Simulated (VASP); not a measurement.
Wanted: the native input for a VASP 6.6.1 run.

```
Task                   : single point
Functional             : revPBE
Dispersion             : D3(BJ)
Potentials or basis    : VASP PAW PBE potentials, release 64 (Cd, Se)
Cutoff                 : 520 eV
k mesh                 : 8 × 8 × 8
Occupations            : fermi-dirac, width 0.05 eV
Spin                   : no spin polarisation
Dipole correction      : no
Further INCAR settings : ALGO = Normal; EDIFF = 1e-07; NBANDS = 16
```

The structure of CdSe lies in POSCAR:

```
CdSe
1.0
    0.0000000000      3.0496647307      3.0496647307
    3.0496647307      0.0000000000      3.0496647307
    3.0496647307      3.0496647307      0.0000000000
Cd Se
1 1
Direct
    0.0000000000      0.0000000000      0.0000000000
    0.2500000000      0.2500000000      0.2500000000
```

One way to write it, as run:

INCAR

```
SYSTEM = CdSe
ALGO = Normal ; EDIFF = 1E-7
ENCUT = 520 ; GGA = RE
ISIF = 2 ; ISMEAR = -1
IVDW = 12 ; LASPH = .True.
LCHARG = .True. ; LELF = .True.
LREAL = .False. ; LVHAR = .True.
LWAVE = .False. ; NBANDS = 16
NELM = 60 ; PREC = Accurate
SIGMA = 0.05
```

KPOINTS

```
k-points
0
Gamma
  8 8 8
  0 0 0
```

Potentials or basis: VASP PAW PBE potentials, release 64 (Cd, Se).

Command:

```sh
$ cat potpaw_PBE.64/Cd/POTCAR potpaw_PBE.64/Se/POTCAR > POTCAR
$ mpirun -np 1 vasp_std > vasp.out
```

It gave:

```yaml
Pressure: 0.0 GPa
Band_gap_on_the_k_mesh: 0.72 eV, direct
Dispersion_energy_per_atom: -0.605 eV
```

Caveat: the PAW data sets were made with another functional, which shifts forces and pressure a little.

Wall time 56 s on 1 thread of AMD EPYC 7R13, with other jobs on the host, peak memory 0.17 GiB.
